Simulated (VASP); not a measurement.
A run of VASP 6.6.1:

The input INCAR:

```
SYSTEM = NiO
  PREC = Accurate
  ENCUT = 520
  EDIFF = 1E-6
  ISMEAR = 0
  SIGMA = 0.05
  LREAL = .False.
  LASPH = .True.
  NELM = 150
  ALGO = Normal
  ISIF = 2
  LWAVE = .False.
  LCHARG = .False.
  ISPIN = 2
  MAGMOM = 1.54 -1.54 0 0
  LORBIT = 11
  LMAXMIX = 4
  LDAU = .True.
  LDAUTYPE = 2
  LDAUL = 2 -1
  LDAUU = 4 0
  LDAUJ = 0 0
  LDAUPRINT = 1
  GGA = CA
  NBANDS = 28
```

File KPOINTS:

```
regular mesh
0
Gamma
  8 8 8
  0 0 0
```

File POSCAR:

```
NiO
1.0
    0.0000000000      2.0913095100      2.0913095100
    2.0913095100      0.0000000000      2.0913095100
    4.1826190200      4.1826190200      0.0000000000
Ni O
2 2
Direct
    0.0000000000      0.0000000000      0.0000000000
    0.0000000000      0.0000000000      0.5000000000
    0.5000000000      0.5000000000      0.2500000000
    0.5000000000      0.5000000000      0.7500000000
```

Potentials or basis: VASP PAW LDA potentials, release 64 (Ni, O).

Command:

```sh
$ cat potpaw_LDA.64/Ni/POTCAR potpaw_LDA.64/O/POTCAR > POTCAR
$ mpirun -np 1 vasp_std > vasp.out
```

Hardware: 1 thread of Intel Xeon 8259CL, with other jobs on the host.

Problem. How long does it take, and how much memory?

Solution. Run time: 2.3 min on 1 thread of Intel Xeon 8259CL, on a shared host, peak memory 0.23 GiB. Counts: scf iterations 15, k points 65.
